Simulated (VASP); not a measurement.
ZnSe: relaxation of cell and atoms with PBEsol

The system is ZnSe.

```xyz
2
Lattice="4.0076 0.0000 0.0000 2.0038 3.4707 0.0000 2.0038 1.1569 3.2722" Properties=species:S:1:pos:R:3 pbc="T T T"
Zn    0.0000    0.0000    0.0000
Se    2.0038    1.1569    0.8180
```

```json
{
  "Program": "VASP 6.6.1",
  "Task": "relaxation of cell and atoms",
  "Functional": "PBEsol",
  "Potentials or basis": "VASP PAW PBE potentials, release 64 (Zn, Se)",
  "Cutoff": "500 eV",
  "k mesh": "6 × 6 × 6, shifted",
  "Occupations": "fermi-dirac, width 0.01 eV",
  "Spin": "no spin polarisation",
  "Dipole correction": "no",
  "Further INCAR settings": "ALGO = Normal; EDIFF = 1e-07; ISYM = -1; IBRION = 2; EDIFFG = -0.01; NSW = 80; ISIF = 3"
}
```

```yaml
Relaxed_volume: 22.44 Å³/atom
Relaxed_cell: a = 3.988 Å, b = 3.988 Å, c = 3.988 Å, α = 60.03°, β = 60.03°, γ = 60.03°
Space_group_after_relaxing_to_0.1_Å: F-43m (No. 216)
Energy_gained_by_relaxing: 0.9 meV/atom
Ionic_steps: 3
Pressure_after_relaxing: 0.0 GPa
Band_gap_on_the_k_mesh: 1.93 eV
```

Step by step:
| step | energy change (eV) | largest force (eV/Å) | pressure (GPa) | volume (Å³) |
| --- | --- | --- | --- | --- |
| 1 | 0.0000 | 0.0020 | -0.89 | 45.51 |
| 2 | -0.0016 | 0.0050 | 0.28 | 44.69 |
| 3 | -0.0018 | 0.0032 | 0.00 | 44.88 |

Final structure:
```
CELL_PARAMETERS angstrom
3.98799 -0.00102 -0.00072
1.99311 3.45422 -0.00072
1.99311 1.15072 3.25691
ATOMIC_POSITIONS crystal
Zn 0.00001 0.00001 0.00001
Se 0.24999 0.24999 0.24999
```

Levels at points of the mesh, in eV from the valence-band top:
| k point | band 7 | band 8 | band 9 | band 10 | band 11 | band 12 |
| --- | --- | --- | --- | --- | --- | --- |
| (0.08, 0.08, 0.08) | -0.70 | 0.00 | 0.00 | 1.93 | 5.74 | 5.92 |

Run time: 2.4 min on 1 thread of Intel(R) Xeon(R) Platinum 8488C (Sapphire Rapids) (shared host), peak memory 0.22 GiB.

Caveat: the PAW data sets were made with another functional, which shifts forces and pressure a little; a shifted mesh leaves out Γ, where band edges can lie. A k mesh can miss the band edges.
